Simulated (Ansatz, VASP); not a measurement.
## Two plane-wave programs on Ni

```
Ni
1.0
     2.41775    0.00000    0.00000
    -1.20887    2.09383    0.00000
     0.00000    0.00000    7.92147
Ni
4
Cartesian
  -1.2089 2.0938 0.0000
  1.2089 2.0938 3.9607
  0.0000 1.3959 1.9804
  1.2089 0.6979 5.9411
```

Alike in both runs: task single point; functional LDA; k mesh 17 × 17 × 5; occupations fermi-dirac, width 0.1 eV; no spin polarisation.

|  | VASP | Ansatz |
| --- | --- | --- |
| version | VASP 6.6.1 | Ansatz 0.2.0 |
| potentials or method | VASP PAW LDA potentials, release 64 (Ni), cutoff 520 eV | plane waves (420 eV) with PAW, scalar-relativistic |
| valence electrons in the cell | 40 | 72 |

Ansatz gave:

```
pressure (GPa) : 0.0
```

Estimate VASP's values.

pressure (GPa): -0.1.

Ansatz warns that its potentials were made for another functional, while VASP's fit it. LDA's correlation is that of Perdew and Zunger in VASP and of Perdew and Wang (1992) in Ansatz. VASP's potentials hold 40 valence electrons a cell and Ansatz's 72, so a difference there can come from the potentials and not from the codes.
